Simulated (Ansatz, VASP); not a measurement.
MgO: VASP beside Ansatz

```
CELL_PARAMETERS angstrom
0.00000 2.05952 2.09281
2.05952 0.00000 2.09281
2.05952 2.05952 0.00000
ATOMIC_POSITIONS crystal
Mg 0.00000 0.00000 0.00000
O 0.50000 0.50000 0.50000
```

Change from the starting cell: strained cell.

Alike in both runs: functional LDA; k mesh 8 × 8 × 8; occupations gaussian, width 0.02 eV; no spin polarisation.

Ansatz relaxed the structure, and its values are those at the end. VASP's run is a single point on that final structure, the one shown.

|  | VASP | Ansatz |
| --- | --- | --- |
| version | VASP 6.6.1 | Ansatz 0.2.0 |
| potentials or method | VASP PAW LDA potentials, release 64 (Mg, O), cutoff 600 eV | scalar-relativistic, plane waves, PAW |
| valence electrons in the cell | 8 | 16 |

```csv
,VASP,Ansatz,Ansatz less VASP
gap on the k mesh at the Fermi level (eV),5.15,5.15,+0.003
least direct gap on the mesh (eV),5.15,5.15,+0.003
pressure (GPa),0.4,2.6,+2.14
```

Ansatz warns that its potentials were made for another functional, while VASP's fit it. LDA's correlation is that of Perdew and Zunger in VASP and of Perdew and Wang (1992) in Ansatz. VASP's potentials hold 8 valence electrons a cell and Ansatz's 16, so a difference there can come from the potentials and not from the codes. Ansatz's warnings: stress scf threshold loose.
